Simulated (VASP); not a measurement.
Here is a VASP 6.6.1 calculation.

File INCAR:

```
SYSTEM = BeAg2
PREC = Accurate ; ENCUT = 520
EDIFF = 1E-7 ; ISMEAR = 0
SIGMA = 0.1 ; LREAL = .FALSE.
LASPH = .TRUE. ; NELM = 80
ALGO = Fast ; ISIF = 2
LWAVE = .FALSE. ; LCHARG = .FALSE.
GGA = PE ; NBANDS = 19
```

Contents of KPOINTS:

```
regular mesh
0
G
  6 6 6
  0 0 0
```

The input POSCAR:

```
BeAg2
1.0
    0.0000000000      2.8376010599      2.8376010599
    2.8376010599      0.0000000000      2.8376010599
    2.8376010599      2.8376010599      0.0000000000
Be Ag
1 2
Direct
    0.0000000000      0.0000000000      0.0000000000
    0.2500000000      0.2500000000      0.2500000000
    0.7500000000      0.7500000000      0.7500000000
```

Potentials or basis: VASP PAW PBE potentials, release 64 (Be, Ag).

The run is started by

```bash
$ cat potpaw_PBE.64/Be/POTCAR potpaw_PBE.64/Ag/POTCAR > POTCAR
$ mpirun -np 1 vasp_std > vasp.out
```

(1) What does it give for the band gap on the k mesh?

(2) Estimate the pressure.

Answers

(1) zero (bands 12 and 13 overlap by 6.21 eV).

(2) 5.2 GPa.

Caveat: the cell stands under pressure.
